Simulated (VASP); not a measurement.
## Cu: relaxation of cell and atoms with LDA

Crystal: Cu.

```xyz
1
Lattice="0.0000 1.7598 1.7598 1.7598 0.0000 1.7598 1.7598 1.7598 0.0000" Properties=species:S:1:pos:R:3 pbc="T T T"
Cu    0.0000    0.0000    0.0000
```

```yaml
Program: VASP 6.6.1
Task: relaxation of cell and atoms
Functional: LDA
Potentials_or_basis: VASP PAW LDA potentials, release 64 (Cu)
Cutoff: 600 eV
k_mesh: 18 × 18 × 18
Occupations: gaussian, width 0.1 eV
Spin: no spin polarisation
Dipole_correction: no
Further_INCAR_settings: ALGO = Fast; EDIFF = 1e-06; IBRION = 2; EDIFFG = -0.002; NSW = 100; ISIF = 3
```

```json
{
 "Relaxed volume": "10.95 Å³/atom",
 "Relaxed cell": "a = 2.493 Å, b = 2.493 Å, c = 2.493 Å, α = 60.00°, β = 60.00°, γ = 60.00°",
 "Space group after relaxing (to 0.1 Å)": "Fm-3m (No. 225)",
 "Energy gained by relaxing": "0.1 meV/atom",
 "Ionic steps": "3",
 "Pressure after relaxing": "0.0 GPa",
 "Band gap on the k mesh": "zero (an odd number of electrons rules out a gap without spin polarisation)"
}
```

Step by step:
```csv
step,energy change (eV),largest force (eV/Å),pressure (GPa),volume (Å³)
1,0.0000,0.0000,1.34,10.90
2,0.0004,0.0000,-1.80,11.04
3,-0.0001,0.0000,0.01,10.95
```

Final structure:
```
Cu
1.0
     0.00000    1.76250    1.76250
     1.76250    0.00000    1.76250
     1.76250    1.76250    0.00000
Cu
1
Direct
  0.00000 0.00000 0.00000
```

Levels at points of the mesh, in eV from the Fermi level:
```csv
k point,band 2,band 3,band 4,band 5,band 6,band 7,band 8,band 9
"(0.00, 0.00, 0.00)",-3.28,-3.28,-3.28,-2.34,-2.34,23.31,26.38,26.38
"(0.50, 0.00, 0.00)",-3.31,-3.31,-1.70,-1.70,-1.17,4.15,21.79,23.14
"(0.50, 0.50, 0.00)",-4.85,-1.72,-1.54,-1.54,1.46,7.69,13.63,13.63
```

Run time: 30 s on 1 thread of AMD EPYC 9R45 96-Core Processor (Zen 5), on a shared host, peak memory 0.11 GiB.
